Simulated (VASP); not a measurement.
Wanted: the native input for a VASP 6.6.1 run.

| Property | Result |
| --- | --- |
| Task | single point |
| Functional | PBE |
| Potentials or basis | VASP PAW PBE potentials, release 64 (Te, Pb_d, Se) |
| Cutoff | 500 eV |
| k mesh | 8 × 8 × 8 |
| Occupations | gaussian, width 0.02 eV |
| Spin | no spin polarisation |
| Dipole correction | no |
| Further INCAR settings | ALGO = Normal; EDIFF = 1e-06; NBANDS = 39 |

The structure of Te2Pb3Se lies in POSCAR:

```
Te2Pb3Se
1.0
   -2.2811400000      9.6659520000      2.3143840000
    2.2811400000     -9.6659520000      2.3143840000
    2.2811400000      9.6659520000     -2.3143840000
Te Pb Se
2 3 1
Direct
    0.6549690000      0.9867530000      0.6682160000
    0.3185370000      0.9867530000      0.3317840000
    0.8403190000      0.0012990000      0.8390200000
    0.1622790000      0.0012990000      0.1609800000
    0.5487150000      0.0487150000      0.5000000000
    0.9720370000      0.9720370000      0.0000000000
```

One way to write it, as run:

INCAR

```
SYSTEM = Te2Pb3Se
ALGO = Normal
EDIFF = 1E-6
ENCUT = 500
GGA = PE
GGA_COMPAT = .FALSE.
ISIF = 2
ISMEAR = 0
LASPH = .TRUE.
LCHARG = .FALSE.
LREAL = .FALSE.
LWAVE = .FALSE.
NBANDS = 39
NELM = 120
PREC = Accurate
SIGMA = 0.02
```

KPOINTS

```
k-points
0
G
  8 8 8
  0 0 0
```

Potentials or basis: VASP PAW PBE potentials, release 64 (Te, Pb_d, Se).

The run is started by

```sh
$ cat potpaw_PBE.64/Te/POTCAR potpaw_PBE.64/Pb_d/POTCAR potpaw_PBE.64/Se/POTCAR > POTCAR
$ mpirun -np 1 vasp_std > vasp.out
```

Results of the run:

The pressure is 0.0 GPa, the largest force is 0.010 eV/Å and the band gap on the k mesh is 0.72 eV.

Caveat: spin-orbit coupling is left out, which moves the levels of the heavy elements.

It took 91 min on 1 thread of Intel Xeon 8259CL, with other jobs on the host, peak memory 1.4 GiB.
